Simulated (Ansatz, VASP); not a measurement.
## Zn: VASP and Ansatz over several settings

```
Zn
1.0
    -1.56904    1.56904    1.56904
     1.56904   -1.56904    1.56904
     1.56904    1.56904   -1.56904
Zn
1
Direct
  0.00000 0.00000 0.00000
```

Single points on this cell with VASP 6.6.1 and Ansatz 0.2.0. Each row is one pair of runs. Alike in all rows: spin: off; VASP's potentials, cutoff: VASP PAW PBE potentials, release 64 (Zn), 520 eV; Ansatz's potentials, cutoff: Ansatz PAW, 420 eV.

```csv
level,k mesh,smearing,"gap on the k mesh at the Fermi level (eV), VASP","gap on the k mesh at the Fermi level (eV), Ansatz","pressure (GPa), VASP","pressure (GPa), Ansatz"
PBE,12 × 12 × 12,"gaussian, width 0.011 eV",none,none,0.1,-0.2
PBE,12 × 12 × 12,"gaussian, width 0.012 eV",none,none,0.1,-0.2
PBE,12 × 12 × 12,"gaussian, width 0.013 eV",none,none,0.1,-0.2
PBE,12 × 12 × 12,"gaussian, width 0.014 eV",none,none,0.1,-0.2
PBE,12 × 12 × 12,"gaussian, width 0.015 eV",none,none,0.1,-0.2
PBE,12 × 12 × 12,"gaussian, width 0.016 eV",none,none,0.1,-0.2
PBE,12 × 12 × 12,"fermi-dirac, width 0.05 eV",none,none,0.0,-0.3
PBE0,6 × 6 × 6,"fermi-dirac, width 0.05 eV",none,none,-0.1,-0.1
```

Pressure (GPa): the two programs differ by at most 0.34.

A gap of «none» marks a metal or a gap that the smearing closes.

The k mesh is coarse in some rows, so the values compare programs but aren't converged.
